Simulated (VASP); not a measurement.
Here is a VASP 6.6.1 calculation.

Contents of INCAR:

```
  PREC = Accurate
  ENCUT = 600
  EDIFF = 1E-7
  ISMEAR = 0
  SIGMA = 0.05
  LREAL = F
  LASPH = T
  NELM = 80
  ALGO = Normal
  ISIF = 4
  LWAVE = F
  LCHARG = F
  GGA = PE
  IVDW = 12
  IBRION = 2
  NSW = 60
  EDIFFG = -0.01
```

The input KPOINTS:

```
regular mesh
0
Gamma
  16 16 16
```

File POSCAR:

```
P
1.0
    1.6828856725      0.9716144960      2.7683064933
   -1.6828856725      0.9716144960      2.7683064933
    0.0000000000     -1.9432289921      2.7683064933
P
2
Direct
    0.2393260847      0.2393260847      0.2393260847
    0.7606739153      0.7606739153      0.7606739153
```

Potentials or basis: VASP PAW PBE potentials, release 64 (P).

The run is started by

```bash
$ cat potpaw_PBE.64/P/POTCAR > POTCAR
$ mpirun -np 1 vasp_std > vasp.out
```

Predict the dispersion energy per atom.

-0.520 eV.

Predict the band gap on the k mesh.

zero (bands 5 and 6 overlap by 2.20 eV).

Final structure:
```
P
1.0
     1.68636    0.97362    2.75691
    -1.68636    0.97362    2.75691
     0.00000   -1.94724    2.75691
P
2
Direct
  0.24141 0.24141 0.24141
  0.75859 0.75859 0.75859
```
